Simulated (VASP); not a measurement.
AlRu, 2 atoms in the cell. Symmetry: Pm-3m, No. 221, cubic system. The conventional cell has a = 3.004 Å, b = 3.004 Å, c = 3.004 Å, α = 90.00°, β = 90.00°, γ = 90.00°. Within 3.4 Å of Al (site symmetry m-3m) lie 8 Ru at 2.60 Å and 6 Al at 3.00 Å. Ru (site symmetry m-3m) has 8 Al at 2.60 Å and 6 Ru at 3.00 Å within 3.4 Å. 

| Quantity | Value |
| --- | --- |
| Program | VASP 6.6.1 |
| Task | relaxation of cell and atoms |
| Functional | PBE |
| Potentials or basis | VASP PAW PBE potentials, release 64 (Al, Ru_pv) |
| Cutoff | 600 eV |
| k mesh | 14 × 14 × 14 |
| Occupations | fermi-dirac, width 0.15 eV |
| Spin | no spin polarisation |
| Dipole correction | no |
| Further INCAR settings | ALGO = Normal; EDIFF = 1e-06; IBRION = 2; EDIFFG = -0.001; NSW = 80; ISIF = 3 |

Potentials or basis: VASP PAW PBE potentials, release 64 (Al, Ru_pv).

Run with:

```console
$ cat potpaw_PBE.64/Al/POTCAR potpaw_PBE.64/Ru_pv/POTCAR > POTCAR
$ mpirun -np 1 vasp_std > vasp.out
```

Hardware: 1 thread of Intel(R) Xeon(R) 6975P-C (Granite Rapids), with other jobs on the host.

**Question.** How long does it take, and how much memory?

**Answer.** It took 32 s on 1 thread of Intel(R) Xeon(R) 6975P-C (Granite Rapids) (shared host), peak memory 0.18 GiB. Counts: scf iterations 39, k points 120, ion steps 10.
